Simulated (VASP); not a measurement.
# Si (P1) in VASP: single point with PBE

Aim: the single point of Si with PBE.

Everything below comes from runs of VASP 6.6.1. Logs are shortened: lines on timing, memory, paths and dates and some standing lists are left out, and cuts for length are marked.

**1. The cell of the first run**

The typed cell holds 8 atoms: a = 5.431 Å, b = 5.431 Å, c = 5.431 Å, α = 90.00°, β = 90.00°, γ = 90.00°.

**2. Single point, PBE**

File INCAR:

```
SYSTEM = Si
  ALGO = Normal
  EDIFF = 1E-7
  ENCUT = 520
  GGA = PE
  ISIF = 2
  ISMEAR = 0
  ISYM = 0
  LASPH = .TRUE.
  LCHARG = .FALSE.
  LREAL = .FALSE.
  LWAVE = .FALSE.
  NBANDS = 26
  NELM = 80
  PREC = Accurate
  SIGMA = 0.01
```

File KPOINTS:

```
k-points
0
G
  1 1 1
  0 0 0
```

File POSCAR:

```
Si
1.0
    5.4310000000      0.0000000000      0.0000000000
    0.0000000000      5.4310000000      0.0000000000
    0.0000000000      0.0000000000      5.4310000000
Si
8
Direct
    0.0021500000      0.0023600000     -0.0053000000
    0.0047700000      0.4947400000      0.5022400000
    0.4966200000     -0.0010100000      0.5047200000
    0.4961000000      0.5055200000     -0.0034500000
    0.2543800000      0.2495800000      0.2461700000
    0.2527700000      0.7445900000      0.7544400000
    0.7449000000      0.2518100000      0.7526900000
    0.7485500000      0.7549400000      0.2448700000
```

Potentials or basis: VASP PAW PBE potentials, release 64 (Si).

Started as:

```bash
$ cat potpaw_PBE.64/Si/POTCAR > POTCAR
$ mpirun -np 1 vasp_gam > vasp.out
```

OUTCAR:

```text
SYSTEM = Si
   EDIFF = 1E-7
   ENCUT = 520
   GGA = PE
   ISIF = 2
   ISMEAR = 0
   ISYM = 0
   LASPH = .TRUE.
   LREAL = .FALSE.
   NELM = 80
   PREC = Accurate

 ion  position               nearest neighbor table
   1  0.002  0.002  0.995-   7 2.35   6 2.35   5 2.35   8 2.36
   2  0.005  0.495  0.502-   6 2.35   5 2.35   7 2.36   8 2.43
   3  0.497  0.999  0.505-   6 2.35   7 2.35   5 2.36   8 2.37
   4  0.496  0.506  0.997-   6 2.27   7 2.34   5 2.34   8 2.35
   5  0.254  0.250  0.246-   4 2.34   1 2.35   2 2.35   3 2.36
   6  0.253  0.745  0.754-   4 2.27   3 2.35   1 2.35   2 2.35
   7  0.745  0.252  0.753-   4 2.34   1 2.35   3 2.35   2 2.36
   8  0.749  0.755  0.245-   4 2.35   1 2.36   3 2.37   2 2.43

IMPORTANT INFORMATION: All symmetrisations will be switched off!
NOSYMM: (Re-)initialisation of all symmetry stuff for point group C_1.

----------------------------------------------------------------------------------------

                                     Primitive cell

  volume of cell :     160.1915

  direct lattice vectors                    reciprocal lattice vectors
     5.431000000  0.000000000  0.000000000     0.184128153  0.000000000  0.000000000
     0.000000000  5.431000000  0.000000000     0.000000000  0.184128153  0.000000000
     0.000000000  0.000000000  5.431000000     0.000000000  0.000000000  0.184128153

  length of vectors
     5.431000000  5.431000000  5.431000000     0.184128153  0.184128153  0.184128153

  position of ions in fractional coordinates (direct lattice)
     0.002150000  0.002360000  0.994700000
     0.004770000  0.494740000  0.502240000
     0.496620000  0.998990000  0.504720000
     0.496100000  0.505520000  0.996550000
     0.254380000  0.249580000  0.246170000
     0.252770000  0.744590000  0.754440000
     0.744900000  0.251810000  0.752690000
     0.748550000  0.754940000  0.244870000

  ion indices of the primitive-cell ions
   primitive index   ion index
                 1           1
                 2           2
                 3           3
                 4           4
                 5           5
                 6           6
                 7           7
                 8           8

----------------------------------------------------------------------------------------

 KPOINTS: k-points

Automatic generation of k-mesh.
 Grid dimensions read from file:
 generate k-points for:    1    1    1
[... 43 lines left out ...]
   NSW    =      0    number of steps for IOM
   IBRION =     -1    ionic relax: 0-MD 1-quasi-New 2-CG
   NFREE  =      0    steps in history (QN), initial steepest desc. (CG)
   ISIF   =      2    stress and relaxation
   ISYM   =      0    0-nonsym 1-usesym 2-fastsym
   POTIM  = 0.5000    time-step for ionic-motion
   TEBEG  =    0.0;   TEEND  =   0.0 temperature during run
   PSTRESS=    0.0 pullay stress
   NELECT =      32.0000    total number of electrons
   NUPDOWN=      -1.0000    fix difference up-down
   EMIN   =  10.00;   EMAX   =-10.00  energy-range for DOS
   EFERMI =   0.00;   METHOD = LEGACY
   ISMEAR =     0;   SIGMA  =   0.01  broadening in eV -4-tet -1-fermi 0-gaus
   EFERMI_NEDOS =   21; number of points for ismear=-14 and -15
   IALGO  =     38    algorithm
   IMIX   =      4    mixing-type and parameters
     AMIX     =   0.40;   BMIX     =  1.00
     AMIX_MAG =   1.60;   BMIX_MAG =  1.00
  volume/ion in A,a.u.               =      20.02       135.13
  Fermi-wavevector in a.u.,A,eV,Ry     =   0.956999  1.808467 12.460868  0.915848
  Thomas-Fermi vector in A             =   2.085978
   LORBIT       =      0    0 simple, 1 ext, 2 COOP (PROOUT), +10 PAW based schemes
   GGA     = PE    functional components
   LHFCALC =     F    Hartree Fock is set to
   AEXX    =    0.0000 exact exchange contribution
   IVDW    =     0    specifies the selected vdW correction
   LEPSILON=     F    determine dielectric tensor
   LRPA    =     F    only Hartree local field effects (RPA)
 non-spin polarized calculation
 Gauss-broadening in eV      SIGMA  =   0.01
  energy-cutoff  :      520.00
  volume of cell :      160.19
 maximum number of plane-waves:      2169
   NGX = 21   NGY = 21   NGZ = 21

 number of electron      31.9999999 magnetization

 Free energy of the ion-electron system (eV)
  ---------------------------------------------------
  ext. energy  EPLUGINS =         0.00000000
  ---------------------------------------------------
  free energy    TOTEN  =       -33.12692463 eV

  energy without entropy =      -33.12692463  energy(sigma->0) =      -33.12692463

 E-fermi :   6.2489     XC(G=0):  -9.1907

 val. band max:        6.1600022217   @ k =   0.0000   0.0000   0.0000
 cond. band min:       6.6247746330   @ k =   0.0000   0.0000   0.0000
 fundamental gap:      0.4647724113
 Fermi energy:         6.2488739620

 k-point     1 :       0.0000    0.0000    0.0000
  band No.  band energies     occupation
      1      -5.8756      2.00000
      2      -1.8652      2.00000
      3      -1.7164      2.00000
      4      -1.7112      2.00000
      5      -1.7033      2.00000
      6      -1.6718      2.00000
[... 18 lines left out ...]
     25       8.5966      0.00000
     26       9.5409      0.00000

------------------------ aborting loop because EDIFF is reached ----------------------------------------

  FORCE on cell =-STRESS in cart. coord.  units (eV):
  Direction    XX          YY          ZZ          XY          YZ          ZX
  --------------------------------------------------------------------------------------
  -------------------------------------------------------------------------------------
  Total       10.8431275     11.0903052     10.7463416      0.0172071     -0.0810480      0.1301101
  in kB      108.4490461    110.9212285    107.4810295      0.1720996     -0.8106129      1.3013141
  external PRESSURE =     108.9504347 kB  Pullay stress =       0.0000000 kB

 VOLUME and BASIS-vectors are now :
 -----------------------------------------------------------------------------
  energy-cutoff  :      520.00
  volume of cell :      160.19
      direct lattice vectors                 reciprocal lattice vectors
     5.431000000  0.000000000  0.000000000     0.184128153  0.000000000  0.000000000
     0.000000000  5.431000000  0.000000000     0.000000000  0.184128153  0.000000000
     0.000000000  0.000000000  5.431000000     0.000000000  0.000000000  0.184128153

 POSITION                                       TOTAL-FORCE (eV/Angst)
 -----------------------------------------------------------------------------------
      0.01168      0.01282      5.40222        -0.029851      0.030695     -0.027507
      0.02591      2.68693      2.72767        -0.331799      0.039493     -0.356518
      2.69714      5.42551      2.74113         0.048464     -0.179886     -0.090424
      2.69432      2.74548      5.41226         0.436929     -0.249621      0.520484
      1.38154      1.35547      1.33695         0.045495     -0.076760      0.063020
      1.37279      4.04387      4.09736        -0.518425      0.308865     -0.405306
      4.04555      1.36758      4.08786         0.004203      0.142840     -0.098339
      4.06538      4.10008      1.32989         0.344982     -0.015626      0.394590
 -----------------------------------------------------------------------------------
    total drift:                               -0.000007     -0.000012      0.000012

  FREE ENERGIE OF THE ION-ELECTRON SYSTEM (eV)
  ---------------------------------------------------
  free  energy   TOTEN  =       -33.1269246299 eV

  energy  without entropy=      -33.1269246299  energy(sigma->0) =      -33.12692463
```

OSZICAR:

```text
N       E                     dE             d eps       ncg     rms          rms(c)
DAV:   1     0.152991765631E+03    0.15299E+03   -0.13267E+04    52   0.102E+03
DAV:   2    -0.197328850673E+02   -0.17272E+03   -0.14450E+03    78   0.174E+02
DAV:   3    -0.341982423690E+02   -0.14465E+02   -0.13011E+02    56   0.462E+01
DAV:   4    -0.346186202506E+02   -0.42038E+00   -0.41593E+00    54   0.100E+01
DAV:   5    -0.346246161472E+02   -0.59959E-02   -0.59953E-02    60   0.132E+00    0.112E+01
DAV:   6    -0.335259502116E+02    0.10987E+01   -0.55859E-01    52   0.279E+00    0.699E+00
DAV:   7    -0.330962961193E+02    0.42965E+00   -0.12568E+00    52   0.439E+00    0.679E-01
DAV:   8    -0.331228428091E+02   -0.26547E-01   -0.64011E-02    52   0.111E+00    0.196E-01
DAV:   9    -0.331256246702E+02   -0.27819E-02   -0.29658E-03    52   0.274E-01    0.143E-01
DAV:  10    -0.331267067124E+02   -0.10820E-02   -0.65580E-04    52   0.124E-01    0.481E-02
DAV:  11    -0.331269190754E+02   -0.21236E-03   -0.17902E-04    52   0.736E-02    0.161E-02
DAV:  12    -0.331269241099E+02   -0.50345E-05   -0.92368E-06    54   0.144E-02    0.716E-03
DAV:  13    -0.331269242335E+02   -0.12359E-06   -0.84718E-07    52   0.491E-03    0.153E-03
DAV:  14    -0.331269246176E+02   -0.38412E-06   -0.76849E-08    28   0.135E-03    0.328E-04
DAV:  15    -0.331269246299E+02   -0.12326E-07   -0.18209E-08    26   0.751E-04
   1 F= -.33126925E+02 E0= -.33126925E+02  d E =-.281863E-36
```

stdout:

```text
POSCAR found type information on POSCAR Si
 POSCAR found :  1 types and       8 ions
 scaLAPACK will be used
 LDA part: xc-table for (Slater+PW92), standard interpolation
 POSCAR, INCAR and KPOINTS ok, starting setup
 FFT: planning ... GRIDC
 FFT: planning ... GRID_SOFT
 FFT: planning ... GRID
 WAVECAR not read
 entering main loop
```

Run time: 5.7 s. Hardware: 1 thread of AMD EPYC 7R13 (Zen 3), shared host; peak memory 0.17 GiB.

What came out:

```
Free energy            : -33.1269 eV
Pressure               : 10.9 GPa
Largest force          : 0.727 eV/Å
Band gap on the k mesh : 0.46 eV
```

Forces in eV/Å, atoms in the order of the input:
```
Si  -0.030  0.031 -0.028
Si  -0.332  0.039 -0.357
Si   0.048 -0.180 -0.090
Si   0.437 -0.250  0.520
Si   0.045 -0.077  0.063
Si  -0.518  0.309 -0.405
Si   0.004  0.143 -0.098
Si   0.345 -0.016  0.395
```

Caveat: the k points lie up to 1.16 Å⁻¹ apart. A k mesh can miss the band edges.
